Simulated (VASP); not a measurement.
Wanted: the native input for a VASP 6.6.1 run.

| Quantity | Value |
| --- | --- |
| Task | single point |
| Functional | PBE |
| Potentials or basis | VASP PAW PBE potentials, release 64 (K_sv, S, Br) |
| Cutoff | 520 eV |
| k mesh | 6 × 6 × 6 |
| Occupations | gaussian, width 0.02 eV |
| Spin | no spin polarisation |
| Dipole correction | no |
| Further INCAR settings | ALGO = Normal; EDIFF = 1e-07; NBANDS = 37 |

The structure of K4SBr2 lies in POSCAR:

```
K4SBr2
1.0
   -2.9642011655      2.9642011655      8.6421823871
    2.9642011655     -2.9642011655      8.6421823871
    2.9642011655      2.9642011655     -8.6421823871
K S Br
4 1 2
Direct
    0.8274674893      0.8274674893      0.0000000000
    0.0000000000      0.5000000000      0.5000000000
    0.5000000000      0.0000000000      0.5000000000
    0.1725325107      0.1725325107      0.0000000000
    0.0000000000      0.0000000000      0.0000000000
    0.3580066488      0.3580066488      0.0000000000
    0.6419933512      0.6419933512      0.0000000000
```

The input as run:

INCAR

```
ALGO     = Normal         # electronic algorithm
EDIFF    = 1E-7           # SCF threshold, eV
ENCUT    = 520            # plane-wave cutoff, eV
GGA      = PE             # functional
ISIF     = 2              # what is computed and relaxed
ISMEAR   = 0              # smearing method
LASPH    = True           # aspherical terms in the spheres
LCHARG   = False          # write CHGCAR
LREAL    = False          # projectors in reciprocal space
LWAVE    = False          # write WAVECAR
NBANDS   = 37             # bands
NELM     = 80             # most SCF steps
PREC     = Accurate       # precision mode
SIGMA    = 0.02           # smearing width, eV
```

KPOINTS

```
k-points
0
Gamma
  6 6 6
```

Potentials or basis: VASP PAW PBE potentials, release 64 (K_sv, S, Br).

Run with:

```sh
$ cat potpaw_PBE.64/K_sv/POTCAR potpaw_PBE.64/S/POTCAR potpaw_PBE.64/Br/POTCAR > POTCAR
$ mpirun -np 1 vasp_std > vasp.out
```

Results of the run:

| Item | Value |
| --- | --- |
| Pressure | 0.0 GPa |
| Largest force | 0.005 eV/Å |
| Band gap on the k mesh | 1.49 eV |

Run time: 13 min on 1 thread of Intel(R) Xeon(R) Platinum 8375C CPU @ 2.90GHz (Ice Lake), with other jobs on the host, peak memory 0.92 GiB.
